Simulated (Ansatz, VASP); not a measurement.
InP in VASP and in Ansatz

```
In P
1.0
     0.00000    2.76963    2.76963
     2.76963    0.00000    2.76963
     2.76963    2.76963    0.00000
In P
1 1
Direct
  0.00000 0.00000 0.00000
  0.50000 0.50000 0.50000
```

Alike in both runs: functional PBE; k mesh 13 × 13 × 13; occupations fermi-dirac, width 0.05 eV; no spin polarisation.

Ansatz relaxed the structure, and its values are those at the end. VASP's run is a single point on that final structure, the one shown.

|  | VASP | Ansatz |
| --- | --- | --- |
| version | VASP 6.6.1 | Ansatz 0.2.0 |
| potentials or method | VASP PAW PBE potentials, release 64 (In_d, P) | PAW with Ansatz's default frozen-core files, scalar-relativistic |
| plane-wave cutoff (eV) | 520 | 420 |
| valence electrons in the cell | 18 | 18 |

|  | VASP | Ansatz | Ansatz less VASP |
| --- | --- | --- | --- |
| pressure (GPa) | 0.0 | 0.0 | +0.05 |

The functional is the same, so the differences come from potentials, cutoffs and numerics.
